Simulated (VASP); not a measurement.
Wanted: the native input for a VASP 6.6.1 run.

```
Task                   : electric field gradients
Functional             : LDA
Potentials or basis    : VASP PAW LDA potentials, release 64 (B, N)
Cutoff                 : 520 eV
k mesh                 : 11 × 11 × 11
Occupations            : fermi-dirac, width 0.02 eV
Spin                   : no spin polarisation
Dipole correction      : no
Further INCAR settings : ALGO = Normal; EDIFF = 1e-08; NBANDS = 11
```

The structure of BN lies in POSCAR:

```
BN
1.0
    0.0361500000      1.8255750000      1.8255750000
    1.8255750000      0.0361500000      1.8255750000
    1.8255750000      1.8255750000      0.0361500000
B N
1 1
Direct
    0.0000000000      0.0000000000      0.0000000000
    0.7500000000      0.7500000000      0.7500000000
```

This cell differs from its parent crystal: equal xy, yz and zx shear strains of +2 %.

The input as run:

INCAR

```
  ALGO = Normal
  EDIFF = 1E-8
  ENCUT = 520
  GGA = CA
  ISIF = 2
  ISMEAR = -1
  LASPH = True
  LCHARG = False
  LEFG = True
  LREAL = False
  LWAVE = False
  NBANDS = 11
  NELM = 100
  PREC = Accurate
  SIGMA = 0.02
```

KPOINTS

```
k-points
0
Gamma
  11 11 11
```

Potentials or basis: VASP PAW LDA potentials, release 64 (B, N).

The run is started by

```sh
$ cat potpaw_LDA.64/B/POTCAR potpaw_LDA.64/N/POTCAR > POTCAR
$ mpirun -np 1 vasp_std > vasp.out
```

It gave:

```
Pressure               : -9.6 GPa
Largest force          : 0.010 eV/Å
Band gap on the k mesh : 4.38 eV, indirect (least direct gap 7.92 eV)
```

Caveat: the cell differs from its parent crystal (equal xy, yz and zx shear strains of +2 %); without QUAD_EFG the Cq values of the log hold for a quadrupole moment of 1 mb, not for the nuclei.

Run time: 7.1 s on 1 thread of Intel(R) Xeon(R) 6975P-C (Granite Rapids), with other jobs on the host, peak memory 0.12 GiB.
